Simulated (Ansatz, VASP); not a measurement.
Li3Os in VASP and in Ansatz

```xyz
4
Lattice="2.6817 0.0000 0.0000 -1.3409 2.3225 0.0000 0.0000 0.0000 9.6939" Properties=species:S:1:pos:R:3 pbc="T T T"
Li    1.3409    0.7742    7.0767
Li    0.0000    0.0000    0.0000
Li    0.0000    1.5483    2.6172
Os    0.0000    0.0000    4.8470
```

Alike in both runs: functional PBE; k mesh 9 × 9 × 2; occupations gaussian, width 0.1 eV; no spin polarisation.

Ansatz relaxed the structure, and its values are those at the end. VASP's run is a single point on that final structure, the one shown.

|  | VASP | Ansatz |
| --- | --- | --- |
| version | VASP 6.6.1 | Ansatz 0.2.0 |
| potentials or method | VASP PAW PBE potentials, release 64 (Li_sv, Os), cutoff 520 eV | scalar-relativistic, plane waves, PAW |
| valence electrons in the cell | 17 | 25 |

Ansatz gave:

```
gap on the k mesh at the Fermi level (eV) : none
rms of the force components (eV/Å)        : 0.000
```

Q: What did VASP give for the same quantities?

A: gap on the k mesh at the Fermi level (eV): none; rms of the force components (eV/Å): 0.005.

A gap of «none» marks a metal or a gap that the smearing closes. VASP's potentials hold 17 valence electrons a cell and Ansatz's 25, so a difference there can come from the potentials and not from the codes.

Neither program's run includes spin-orbit coupling. Noted on VASP's run: the cutoff is under 1.25 times that of the potentials, so the pressure is a little rough.
